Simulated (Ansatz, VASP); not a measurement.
# Two plane-wave programs on BAs

The input POSCAR:

```
BAs
1.0
    0.0000000000      2.4043183418      2.4043183418
    2.4043183418      0.0000000000      2.4043183418
    2.4043183418      2.4043183418      0.0000000000
As B
1 1
Direct
    0.7500000000      0.7500000000      0.7500000000
    0.0000000000      0.0000000000      0.0000000000
```

Contents of INCAR.step1:

```
ALGO = Normal ; EDIFF = 1E-5
ENCUT = 420 ; GGA = PE
GGA_COMPAT = F ; ISIF = 2
ISMEAR = -1 ; LASPH = T
LCHARG = F ; LREAL = F
LWAVE = T ; NBANDS = 11
NELM = 120 ; PREC = Accurate
SIGMA = 0.05
```

INCAR.step2

```
AEXX = 0.25 ; ALGO = Normal
EDIFF = 1E-6 ; ENCUT = 420
GGA = PE ; GGA_COMPAT = F
HFSCREEN = 0.3 ; ISIF = 2
ISMEAR = -1 ; ISTART = 1
LASPH = T ; LCHARG = F
LHFCALC = T ; LREAL = F
LWAVE = F ; NBANDS = 11
NELM = 120 ; PREC = Accurate
PRECFOCK = Normal ; SIGMA = 0.05
```

Contents of KPOINTS:

```
k-points
0
Gamma
  5 5 5
```

The input input.yaml:

```yaml
crystal:
  lattice:
    - [0.0, 2.4043183418, 2.4043183418]
    - [2.4043183418, 0.0, 2.4043183418]
    - [2.4043183418, 2.4043183418, 0.0]
  atoms:
    - { symbol: As, position: [0.75, 0.75, 0.75] }
    - { symbol: B, position: [0.0, 0.0, 0.0] }
hamiltonian:
  xc: { exchange: pbe, correlation: pbe, exx: { coeff: 0.25, omega: 0.3 } }
  pseudopotentials: { kind: paw }
kpoints:
  mp_grid: { grid: [5, 5, 5] }
scf:
  occupations: { method: fermi_dirac, width: 0.05 }
output:
  forces: true
  stress: true
  eigenvalues: true
```

Alike in both runs: task single point; functional PBE-based screened hybrid with a share of 0.25 of exact exchange and HFSCREEN = 0.3; k mesh 5 × 5 × 5; occupations fermi-dirac, width 0.05 eV; no spin polarisation.

```csv
,VASP,Ansatz
version,VASP 6.6.1,Ansatz 0.2.0
potentials or method,"VASP PAW PBE potentials, release 64 (As, B)",Ansatz PAW
plane-wave cutoff (eV),420,420
valence electrons in the cell,8,18
```

```tsv
	VASP	Ansatz	Ansatz less VASP
gap on the k mesh at the Fermi level (eV)	1.69	1.69	-0.008
least direct gap on the mesh (eV)	3.91	3.92	+0.004
```

VASP's potentials were made for PBE, not for PBE-based screened hybrid. VASP's potentials hold 8 valence electrons a cell and Ansatz's 18, so a difference there can come from the potentials and not from the codes.

The k mesh is coarse, so the values compare programs but aren't converged. Noted on Ansatz's run: odd divisions of the mesh miss points on the zone boundary, where band edges often lie, so the gap on the mesh can be too wide.
